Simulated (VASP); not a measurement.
# SrO in VASP: notebook

SrO is run at these levels: r2SCAN, PBE; tasks: single point, relaxation of cell and atoms.

All numbers are computed with VASP 6.6.1; they aren't measurements. Logs are shortened: lines on timing, memory, paths and dates and some standing lists are left out, and cuts for length are marked.

**1. The cell of the first run**

The structure is hexagonal, space group P6_3/mmc (No. 194). Conventional cell: a = 4.270 Å, b = 4.270 Å, c = 5.144 Å, α = 90.00°, β = 90.00°, γ = 120.00°. Within 3.3 Å of Sr (site symmetry -6m2) lie 5 O at 2.47 to 2.57 Å. O (site symmetry -6m2) has 5 Sr at 2.47 to 2.57 Å within 3.3 Å.

**2. Single point, r2SCAN**

Input file POSCAR:

```
SrO
1.0
    4.2700192634      0.0000000000      0.0000000000
   -2.1350096317      3.6979451568      0.0000000000
    0.0000000000      0.0000000000      5.1444718180
Sr O
2 2
Direct
    0.3333333333      0.6666666667      0.9375000000
    0.6666666667      0.3333333333      0.4375000000
    0.3333333333      0.6666666667      0.4375000000
    0.6666666667      0.3333333333      0.9375000000
```

Input file INCAR.step1:

```
ALGO = Normal
EDIFF = 1E-4
ENCUT = 520
GGA = PE
ISMEAR = -1
LASPH = T
LCHARG = F
LREAL = F
LWAVE = T
NBANDS = 24
NELM = 80
PREC = Accurate
SIGMA = 0.02
```

Input file INCAR.step2:

```
ALGO = Normal
EDIFF = 1E-7
ENCUT = 520
ISIF = 2
ISMEAR = -1
ISTART = 1
LASPH = T
LCHARG = F
LMIXTAU = T
LREAL = F
LWAVE = F
METAGGA = R2SCAN
NBANDS = 24
NELM = 80
PREC = Accurate
SIGMA = 0.02
```

Input file KPOINTS:

```
k-points
0
Gamma
  6 6 4
```

Potentials or basis: VASP PAW PBE potentials, release 64 (Sr_sv, O).

Command:

```sh
> cat potpaw_PBE.64/Sr_sv/POTCAR potpaw_PBE.64/O/POTCAR > POTCAR
> cp INCAR.step1 INCAR
> mpirun -np 1 vasp_std > vasp.out
> cp INCAR.step2 INCAR
> mpirun -np 1 vasp_std > vasp.out
```

OUTCAR:

```text
EDIFF = 1E-7
   ENCUT = 520
   ISIF = 2
   ISMEAR = -1
   ISTART = 1
   LASPH = T
   LREAL = F
   METAGGA = R2SCAN
   NELM = 80
   PREC = Accurate

 ion  position               nearest neighbor table
   1  0.333  0.667  0.938-   4 2.47   4 2.47   4 2.47   3 2.57   3 2.57   2 3.56   2 3.56   2 3.56
                             2 3.56   2 3.56   2 3.56
   2  0.667  0.333  0.438-   3 2.47   3 2.47   3 2.47   4 2.57   4 2.57   1 3.56   1 3.56   1 3.56
                             1 3.56   1 3.56   1 3.56
   3  0.333  0.667  0.438-   2 2.47   2 2.47   2 2.47   1 2.57   1 2.57
   4  0.667  0.333  0.938-   1 2.47   1 2.47   1 2.47   2 2.57   2 2.57

  LATTYP: Found a hexagonal cell.
 ALAT       =     4.2700192634
 C/A-ratio  =     1.2047889016

  Lattice vectors:

 A1 = (   4.2700192634,   0.0000000000,   0.0000000000)
 A2 = (  -2.1350096317,   3.6979451568,   0.0000000000)
 A3 = (   0.0000000000,   0.0000000000,   5.1444718180)

Analysis of symmetry for initial positions (statically):
=====================================================================
 Subroutine PRICEL returns:
 Original cell was already a primitive cell.

 Routine SETGRP: Setting up the symmetry group for a
 hexagonal supercell.

 Subroutine GETGRP returns: Found 24 space group operations
 (whereof  6 operations were pure point group operations)
 out of a pool of 24 trial point group operations.

The static configuration has the point symmetry C_3v.
 The point group associated with its full space group is D_6h.

Analysis of symmetry for dynamics (positions and initial velocities):
=====================================================================
 Subroutine PRICEL returns:
 Original cell was already a primitive cell.

 Routine SETGRP: Setting up the symmetry group for a
 hexagonal supercell.

 Subroutine GETGRP returns: Found 24 space group operations
 (whereof  6 operations were pure point group operations)
 out of a pool of 24 trial point group operations.

The dynamic configuration has the point symmetry C_3v.
 The point group associated with its full space group is D_6h.

 Subroutine INISYM returns: Found 24 space group operations
 (whereof  6 operations are pure point group operations),
 and found     1 'primitive' translations

----------------------------------------------------------------------------------------

                                     Primitive cell

  volume of cell :      81.2327

  direct lattice vectors                    reciprocal lattice vectors
     4.270019263  0.000000000  0.000000000     0.234190981  0.135210226  0.000000000
    -2.135009632  3.697945157  0.000000000     0.000000000  0.270420452  0.000000000
     0.000000000  0.000000000  5.144471818     0.000000000  0.000000000  0.194383415

  length of vectors
     4.270019263  4.270019263  5.144471818     0.270420452  0.270420452  0.194383415

  position of ions in fractional coordinates (direct lattice)
     0.333333333  0.666666667  0.937500000
     0.666666667  0.333333333  0.437500000
     0.333333333  0.666666667  0.437500000
     0.666666667  0.333333333  0.937500000

  ion indices of the primitive-cell ions
   primitive index   ion index
                 1           1
                 2           2
                 3           3
                 4           4

----------------------------------------------------------------------------------------

 KPOINTS: k-points

Automatic generation of k-mesh.
 Grid dimensions read from file:
 generate k-points for:    6    6    4

 Generating k-lattice:

  Cartesian coordinates                     Fractional coordinates (reciprocal lattice)
     0.039031830  0.022535038  0.000000000     0.166666667  0.000000000  0.000000000
     0.000000000  0.045070075  0.000000000     0.000000000  0.166666667  0.000000000
     0.000000000  0.000000000  0.048595854     0.000000000  0.000000000  0.250000000

  Length of vectors
     0.045070075  0.045070075  0.048595854

  Shift w.r.t. Gamma in fractional coordinates (k-lattice)
     0.000000000  0.000000000  0.000000000

 Subroutine IBZKPT returns following result:
 ===========================================

 Found     21 irreducible k-points:

 Following reciprocal coordinates:
            Coordinates               Weight
  0.000000  0.000000  0.000000      1.000000
  0.166667 -0.000000  0.000000      6.000000
  0.333333  0.000000  0.000000      6.000000
  0.500000  0.000000  0.000000      3.000000
  0.166667  0.166667  0.000000      6.000000
  0.333333  0.166667  0.000000     12.000000
[... 13 lines left out ...]
  0.333333  0.166667  0.500000     12.000000
  0.333333  0.333333  0.500000      2.000000
   k-points           NKPTS =     21   k-points in BZ     NKDIM =     21   number of bands    NBANDS=     24
   number of dos      NEDOS =    301   number of ions     NIONS =      4
   total plane-waves  NPLWV =  40960
   dimension x,y,z NGX =    32 NGY =   32 NGZ =   40
   dimension x,y,z NGXF=    64 NGYF=   64 NGZF=   80
   ions per type =               2   2
   NGX,Y,Z   is equivalent  to a cutoff of  12.46, 12.46, 12.93 a.u.
   NGXF,Y,Z  is equivalent  to a cutoff of  24.92, 24.92, 25.85 a.u.
 SYSTEM =  unknown system
   PREC   = accura    normal or accurate (medium, high low for compatibility)
   ISTART =      1    job   : 0-new  1-cont  2-samecut
   ICHARG =      0    charge: 1-file 2-atom 10-const
   ISPIN  =      1    spin polarized calculation?
   LNONCOLLINEAR =      F non collinear calculations
   LSORBIT =      F    spin-orbit coupling
   LASPH  =      T    aspherical Exc in radial PAW
   ENCUT  =  520.0 eV  38.22 Ry    6.18 a.u.   7.94  7.94  9.57*2*pi/ulx,y,z
   NELM   =     80;   NELMIN=  2; NELMDL=  0     # of ELM steps
   EDIFF  = 0.1E-06   stopping-criterion for ELM
   LREAL  =      F    real-space projection
   EDIFFG = 0.1E-05   stopping-criterion for IOM
   NSW    =      0    number of steps for IOM
   IBRION =     -1    ionic relax: 0-MD 1-quasi-New 2-CG
   NFREE  =      0    steps in history (QN), initial steepest desc. (CG)
   ISIF   =      2    stress and relaxation
   ISYM   =      2    0-nonsym 1-usesym 2-fastsym
   POTIM  = 0.5000    time-step for ionic-motion
   TEBEG  =    0.0;   TEEND  =   0.0 temperature during run
   PSTRESS=    0.0 pullay stress
   NELECT =      32.0000    total number of electrons
   NUPDOWN=      -1.0000    fix difference up-down
   EMIN   =  10.00;   EMAX   =-10.00  energy-range for DOS
   EFERMI =   0.00;   METHOD = LEGACY
   ISMEAR =    -1;   SIGMA  =   0.02  broadening in eV -4-tet -1-fermi 0-gaus
   EFERMI_NEDOS =   21; number of points for ismear=-14 and -15
   IALGO  =     38    algorithm
   IMIX   =      4    mixing-type and parameters
     AMIX     =   0.40;   BMIX     =  1.00
     AMIX_MAG =   1.60;   BMIX_MAG =  1.00
  volume/ion in A,a.u.               =      20.31       137.05
  Fermi-wavevector in a.u.,A,eV,Ry     =   1.200092  2.267845 19.595386  1.440220
  Thomas-Fermi vector in A             =   2.335937
   LORBIT       =      0    0 simple, 1 ext, 2 COOP (PROOUT), +10 PAW based schemes
   METAGGA = R2SCAN    functional components
   LHFCALC =     F    Hartree Fock is set to
   AEXX    =    0.0000 exact exchange contribution
   IVDW    =     0    specifies the selected vdW correction
   LEPSILON=     F    determine dielectric tensor
   LRPA    =     F    only Hartree local field effects (RPA)
 non-spin polarized calculation
  energy-cutoff  :      520.00
  volume of cell :       81.23
 maximum number of plane-waves:      2208
 NGX is ok and might be reduce to    32
   NGX = 15   NGY = 15   NGZ = 19

 number of electron      32.0000008 magnetization

 Free energy of the ion-electron system (eV)
  ---------------------------------------------------
  ext. energy  EPLUGINS =         0.00000000
  ---------------------------------------------------
  free energy    TOTEN  =       -53.76384822 eV

  energy without entropy =      -53.76384822  energy(sigma->0) =      -53.76384822

 E-fermi :   0.9691     XC(G=0):  -9.4853

 val. band max:        0.4548511219   @ k =   0.0000   0.0000   0.0000
 cond. band min:       3.4768726007   @ k =   0.0000   0.0000   0.0000
 fundamental gap:      3.0220214788
 Fermi energy:         0.9691165827

 k-point     1 :       0.0000    0.0000    0.0000
  band No.  band energies     occupation
      1     -33.0185      2.00000
      2     -32.8481      2.00000
      3     -15.5446      2.00000
      4     -15.5270      2.00000
      5     -14.9264      2.00000
      6     -14.5313      2.00000
[... 16 lines left out ...]
     23       9.6622      0.00000
     24       9.7981      0.00000

 k-point     2 :       0.1667   -0.0000    0.0000
  band No.  band energies     occupation
      1     -33.0037      2.00000
      2     -32.8534      2.00000
      3     -15.8900      2.00000
      4     -15.8304      2.00000
      5     -14.8720      2.00000
      6     -14.5686      2.00000
[... 16 lines left out ...]
     23       9.5682      0.00000
     24       9.6353      0.00000

 k-point     3 :       0.3333    0.0000    0.0000
  band No.  band energies     occupation
      1     -32.9683      2.00000
      2     -32.8698      2.00000
      3     -16.3136      2.00000
      4     -16.2404      2.00000
      5     -14.7328      2.00000
      6     -14.6362      2.00000
[... 16 lines left out ...]
     23       9.3486      0.00000
     24       9.8989      0.00000
[... 433 lines left out ...]
 k-point    20 :       0.3333    0.1667    0.5000
  band No.  band energies     occupation
      1     -32.9124      2.00000
      2     -32.9124      2.00000
      3     -16.7962      2.00000
      4     -16.7962      2.00000
      5     -14.5037      2.00000
      6     -14.5037      2.00000
[... 16 lines left out ...]
     23      10.2411      0.00000
     24      10.2411      0.00000

 k-point    21 :       0.3333    0.3333    0.5000
  band No.  band energies     occupation
      1     -32.9098      2.00000
      2     -32.9098      2.00000
      3     -16.8517      2.00000
      4     -16.8517      2.00000
      5     -14.5545      2.00000
      6     -14.5545      2.00000
[... 16 lines left out ...]
     23      10.3982      0.00000
     24      10.3982      0.00000

------------------------ aborting loop because EDIFF is reached ----------------------------------------

  FORCE on cell =-STRESS in cart. coord.  units (eV):
  Direction    XX          YY          ZZ          XY          YZ          ZX
  --------------------------------------------------------------------------------------
  -------------------------------------------------------------------------------------
  Total        0.2318297      0.2318297      0.2326970     -0.0000000     -0.0000000      0.0000000
  in kB        4.5724467      4.5724467      4.5895509     -0.0000000     -0.0000000      0.0000000
  external PRESSURE =       4.5781481 kB  Pullay stress =       0.0000000 kB

 VOLUME and BASIS-vectors are now :
 -----------------------------------------------------------------------------
  energy-cutoff  :      520.00
  volume of cell :       81.23
      direct lattice vectors                 reciprocal lattice vectors
     4.270019263  0.000000000  0.000000000     0.234190981  0.135210226  0.000000000
    -2.135009632  3.697945157  0.000000000     0.000000000  0.270420452  0.000000000
     0.000000000  0.000000000  5.144471818     0.000000000  0.000000000  0.194383415

 POSITION                                       TOTAL-FORCE (eV/Angst)
 -----------------------------------------------------------------------------------
     -0.00000      2.46530      4.82294        -0.000000      0.000000     -0.000000
      2.13501      1.23265      2.25071         0.000000     -0.000000     -0.000000
     -0.00000      2.46530      2.25071        -0.000000     -0.000000      0.000000
      2.13501      1.23265      4.82294         0.000000      0.000000     -0.000000
 -----------------------------------------------------------------------------------
    total drift:                               -0.000000      0.000000      0.000000

  FREE ENERGIE OF THE ION-ELECTRON SYSTEM (eV)
  ---------------------------------------------------
  free  energy   TOTEN  =       -53.7638482206 eV

  energy  without entropy=      -53.7638482206  energy(sigma->0) =      -53.76384822
```

Wall time 8.2 min (1 thread of Intel Xeon 8259CL, shared host); peak memory 0.22 GiB.

What came out:

```
Free energy            : -53.7638 eV
Pressure               : 0.5 GPa
Band gap on the k mesh : 3.02 eV
```

Caveat: the PAW data sets were made with another functional, which shifts forces and pressure a little.

**3. Relaxation of cell and atoms, PBE**

This run uses another cell than the first one, of 20.40 Å³/atom.

Input file INCAR:

```
SYSTEM = SrO
ALGO     = Normal         ! electronic algorithm
EDIFF    = 1E-6           ! SCF threshold, eV
EDIFFG   = -0.005         ! ionic threshold
ENCUT    = 600            ! plane-wave cutoff, eV
GGA      = PE             ! functional
IBRION   = 2              ! ionic algorithm
ISIF     = 3              ! what is computed and relaxed
ISMEAR   = -1             ! smearing method
LASPH    = .TRUE.         ! aspherical terms in the spheres
LCHARG   = .FALSE.        ! write CHGCAR
LREAL    = .FALSE.        ! projectors in reciprocal space
LWAVE    = .FALSE.        ! write WAVECAR
NELM     = 100            ! most SCF steps
NSW      = 80             ! ionic steps
PREC     = Accurate       ! precision mode
SIGMA    = 0.02           ! smearing width, eV
```

Input file KPOINTS:

```
k-points
0
G
  6 6 4
  0 0 0
```

Input file POSCAR:

```
SrO
1.0
    4.2754662656      0.0000000000      0.0000000000
   -2.1377331328      3.7026623990      0.0000000000
    0.0000000000      0.0000000000      5.1555949900
Sr O
2 2
Direct
    0.3333333300      0.6666666700      0.9381277000
    0.6666666700      0.3333333300      0.4381277000
    0.3333333300      0.6666666700      0.4368723000
    0.6666666700      0.3333333300      0.9368723000
```

Potentials or basis: VASP PAW PBE potentials, release 64 (Sr_sv, O).

Command:

```sh
> cat potpaw_PBE.64/Sr_sv/POTCAR potpaw_PBE.64/O/POTCAR > POTCAR
> mpirun -np 1 vasp_std > vasp.out
```

It took 8.6 min on 1 thread of Intel Xeon 8259CL, shared host; peak memory 0.25 GiB.

It converged, with:

| Quantity | Value |
| --- | --- |
| Free energy | -23.9080 eV |
| Relaxed volume | 20.77 Å³/atom |
| Relaxed cell | a = 4.298 Å, b = 4.298 Å, c = 5.193 Å, α = 90.00°, β = 90.00°, γ = 120.00° |
| Space group after relaxing (to 0.1 Å) | P6_3/mmc (No. 194) |
| Energy gained by relaxing | 1.5 meV/atom |
| Ionic steps | 7 |
| Pressure after relaxing | 0.0 GPa |
| Band gap on the k mesh | 2.58 eV |

Step by step:
```csv
step,energy change (eV),largest force (eV/Å),pressure (GPa),volume (Å³)
1,0.0000,0.0138,1.30,81.62
2,-0.0053,0.0091,-0.42,83.58
3,-0.0060,0.0102,0.00,83.09
4,-0.0060,0.0101,-0.01,83.12
5,-0.0060,0.0086,-0.02,83.12
6,-0.0060,0.0031,-0.02,83.11
7,-0.0060,0.0015,0.01,83.07
```

Final structure:
```yaml
crystal:
  lattice:
    - [4.29766, 0.00000, 0.00000]
    - [-2.14883, 3.72188, 0.00000]
    - [0.00000, 0.00000, 5.19316]
  atoms:
    - { symbol: Sr, position: [0.33333, 0.66667, 0.93758] }
    - { symbol: Sr, position: [0.66667, 0.33333, 0.43758] }
    - { symbol: O, position: [0.33333, 0.66667, 0.43742] }
    - { symbol: O, position: [0.66667, 0.33333, 0.93742] }
```

Levels at points of the mesh, in eV from the valence-band top:
| k point | band 14 | band 15 | band 16 | band 17 | band 18 | band 19 |
| --- | --- | --- | --- | --- | --- | --- |
| (0.00, 0.00, 0.00) | -0.87 | -0.37 | 0.00 | 2.58 | 6.08 | 6.08 |
| (0.50, 0.00, 0.00) | -0.38 | -0.34 | -0.26 | 4.27 | 4.81 | 5.04 |
| (0.00, 0.00, 0.50) | -1.06 | -1.06 | -1.06 | 4.27 | 4.27 | 7.75 |
| (0.50, 0.00, 0.50) | -0.87 | -0.43 | -0.43 | 4.89 | 4.89 | 7.30 |
